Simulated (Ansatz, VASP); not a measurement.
# One calculation of CaC2, two programs

INCAR

```
PREC = Accurate
ENCUT = 520
EDIFF = 1E-6
ISMEAR = 0
SIGMA = 0.05
LREAL = False
LASPH = True
NELM = 100
ALGO = Normal
ISIF = 2
LWAVE = False
LCHARG = False
NBANDS = 16
```

Contents of KPOINTS:

```
Automatic mesh
0
Gamma
  10 10 10
```

The input POSCAR:

```
CaC2
1.0
   -1.8375836694      1.8375836694      3.3622168046
    1.8375836694     -1.8375836694      3.3622168046
    1.8375836694      1.8375836694     -3.3622168046
Ca C
1 2
Direct
    0.0000000000      0.0000000000      0.0000000000
    0.5978927200      0.5978927200      0.0000000000
    0.4021072800      0.4021072800      0.0000000000
```

Input for Ansatz:

```yaml
crystal:
  lattice:
    - [-1.8375836694, 1.8375836694, 3.3622168046]
    - [1.8375836694, -1.8375836694, 3.3622168046]
    - [1.8375836694, 1.8375836694, -3.3622168046]
  atoms:
    - { symbol: Ca, position: [0.0, 0.0, 0.0] }
    - { symbol: C, position: [0.59789272, 0.59789272, 0.0] }
    - { symbol: C, position: [0.40210728, 0.40210728, 0.0] }
basis:
  ecutwfc: 420
kpoints:
  mp_grid: { grid: [10, 10, 10] }
hamiltonian:
  xc: lda
scf:
  occupations: { method: gaussian, width: 0.05 }
output:
  forces: true
  stress: true
  eigenvalues: true
```

Change from the starting cell: strain -0.050 along x and y, +0.050 along z, atoms carried along.

Alike in both runs: task single point; functional LDA; k mesh 10 × 10 × 10; occupations gaussian, width 0.05 eV; no spin polarisation.

```csv
,VASP,Ansatz
version,VASP 6.6.1,Ansatz 0.2.0
potentials or method,"VASP PAW LDA potentials, release 64 (Ca_sv, C), cutoff 520 eV","scalar-relativistic, plane waves, PAW"
valence electrons in the cell,18,18
```

VASP gave:

```
gap on the k mesh at the Fermi level (eV)                     : 0.42
least direct gap on the mesh (eV)                             : 1.64
pressure (GPa)                                                : -7.2
traceless stress, the component that is largest in VASP (GPa) : -20.58
rms of the force components (eV/Å)                            : 1.753
```

Task: Which values does Ansatz return?

Result: gap on the k mesh at the Fermi level (eV): 0.44; least direct gap on the mesh (eV): 1.65; pressure (GPa): -7.6; traceless stress, the component that is largest in VASP (GPa): -20.75; rms of the force components (eV/Å): 1.794.

LDA's correlation is that of Perdew and Zunger in VASP and of Perdew and Wang (1992) in Ansatz. Atom by atom the forces differ by 0.042 eV/Å (rms over components).
